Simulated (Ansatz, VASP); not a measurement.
**TaN in VASP and in Ansatz**

```
Ta N
1.0
     3.05552    0.00000    0.00000
    -1.52776    2.64616    0.00000
     0.00000    0.00000    2.88300
Ta N
1 1
Cartesian
  0.0000 0.0000 1.4415
  1.5278 0.8821 0.0000
```

Alike in both runs: task single point; functional PBEsol; k mesh 8 × 8 × 8; occupations fermi-dirac, width 0.05 eV; no spin polarisation.

|  | VASP | Ansatz |
| --- | --- | --- |
| version | VASP 6.6.1 | Ansatz 0.2.0 |
| potentials or method | VASP PAW PBE potentials, release 64 (Ta_pv, N) | Ansatz PAW |
| plane-wave cutoff (eV) | 520 | 420 |
| valence electrons in the cell | 16 | 18 |

```tsv
	VASP	Ansatz	Ansatz less VASP
gap on the k mesh at the Fermi level (eV)	none	none	-
pressure (GPa)	-25.8	-26.3	-0.50
traceless stress, the component that is largest in VASP (GPa)	12.51	12.43	-0.089
```

VASP's potentials were made for PBE, not for PBEsol. A gap of «none» marks a metal or a gap that the smearing closes. VASP's potentials hold 16 valence electrons a cell and Ansatz's 18, so a difference there can come from the potentials and not from the codes.

Spin-orbit coupling is off throughout.
